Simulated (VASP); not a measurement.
Wanted: the native input for a VASP 6.6.1 run.

```
Task                   : molecular dynamics
Functional             : PBE
Potentials or basis    : VASP PAW PBE potentials, release 64 (H)
Cutoff                 : 520 eV
k mesh                 : 1 × 1 × 1
Occupations            : fermi-dirac, width 0.02 eV
Spin                   : no spin polarisation
Dipole correction      : no
Further INCAR settings : LREAL = Auto; ALGO = Normal; EDIFF = 1e-05; NBANDS = 30; ISYM = 0; IBRION = 0; POTIM = 0.5; NSW = 40
```

The structure of H lies in POSCAR:

```
H
1.0
    7.3434200000      0.0000000000      0.0000000000
    0.0000000000      7.3434200000      0.0000000000
    0.0000000000      0.0000000000      7.3434200000
H
24
Direct
    0.2982303100      0.0946543800      0.5520348000
    0.2802863600      0.1277825600      0.4577335200
    0.5286889800      0.6873743200      0.9527664000
    0.4317399400      0.7202171300      0.9547972700
    0.9515353400      0.0639519800      0.4360830800
    0.9706184700      0.0547863600      0.3359167300
    0.5088844800      0.0356589900      0.7639196900
    0.5414583400      0.1209803400      0.7172704000
    0.6935966600      0.3977965000      0.1160019900
    0.7901204000      0.3873293600      0.0829061600
    0.1582424500      0.7716312200      0.5791958400
    0.1492201600      0.7928935900      0.4796190100
    0.8448956300      0.4664810700      0.7230065900
    0.7579330300      0.4655936800      0.6684048400
    0.5983055800      0.2361400400      0.4319308000
    0.5302680800      0.2963626900      0.3848827000
    0.8831955300      0.7390259300      0.1585968900
    0.8816740700      0.7364578700      0.0567845200
    0.7081485600      0.9716457100      0.2576477200
    0.6213854100      0.9190496500      0.2506627700
    0.3130005900      0.4190461600      0.8157376500
    0.3517566800      0.3934572600      0.9068947600
    0.7756885400      0.8657993500      0.5989659000
    0.8444438200      0.8318216700      0.6667996500
```

One way to write it, as run:

INCAR

```
PREC = Accurate ; ENCUT = 520
EDIFF = 1E-5 ; ISMEAR = -1
SIGMA = 0.02 ; LREAL = Auto
LASPH = True ; NELM = 100
ALGO = Normal ; ISIF = 2
LWAVE = False ; LCHARG = False
GGA = PE ; NBANDS = 30
IBRION = 0 ; NSW = 40
POTIM = 0.5 ; TEBEG = 250.0
TEEND = 250.0 ; ISYM = 0
NELMIN = 4 ; RANDOM_SEED = 742093 0 0
MDALGO = 3 ; LANGEVIN_GAMMA = 20
```

KPOINTS

```
regular mesh
0
Gamma
  1 1 1
```

Potentials or basis: VASP PAW PBE potentials, release 64 (H).

Run with:

```bash
$ cat potpaw_PBE.64/H/POTCAR > POTCAR
$ mpirun -np 1 vasp_gam > vasp.out
```

It took 4.2 min on 1 thread of Intel(R) Xeon(R) 6975P-C (Granite Rapids), on a shared host, peak memory 0.43 GiB.
